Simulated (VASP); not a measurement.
Input of a VASP 6.6.1 run:

INCAR

```
SYSTEM = PbF2
PREC = Accurate
ENCUT = 520
EDIFF = 1E-7
ISMEAR = 0
SIGMA = 0.02
LREAL = .FALSE.
LASPH = .TRUE.
NELM = 60
ALGO = Normal
ISIF = 2
LWAVE = .FALSE.
LCHARG = .TRUE.
GGA = PS
LELF = .TRUE.
LVHAR = .TRUE.
NBANDS = 21
```

The input KPOINTS:

```
Automatic mesh
0
G
  8 8 8
  0 0 0
```

The input POSCAR:

```
PbF2
1.0
    0.0000000000      2.8918617390      2.9231045610
    2.8356721770      0.0296094045      2.8934951565
    2.8356721770      2.8622523345      0.0296094045
Pb F
1 2
Direct
    0.0581514971     -0.0581514971     -0.0581514971
    0.2319293749      0.2680706251      0.2680706251
    0.7099191280      0.7900808720      0.7900808720
```

Potentials or basis: VASP PAW PBE potentials, release 64 (Pb_d, F).

Launch:

```sh
$ cat potpaw_PBE.64/Pb_d/POTCAR potpaw_PBE.64/F/POTCAR > POTCAR
$ mpirun -np 1 vasp_std > vasp.out
```

Q: What does it give for the largest force?

A: 2.176 eV/Å.

Q: Predict the band gap on the k mesh.

A: 3.81 eV (least direct gap 4.39 eV).

Q: Estimate the pressure.

A: 15.8 GPa.

Forces on the atoms (eV/Å):
```
Pb   2.176  0.000  0.000
F   -0.883  0.000  0.000
F   -1.293  0.000  0.000
```

Caveat: the cell differs from its parent crystal (strained and its atoms moved); the cell stands under pressure; the PAW data sets were made with another functional, which shifts forces and pressure a little; spin-orbit coupling is left out, which moves the levels of the heavy elements. A k mesh can miss the band edges.
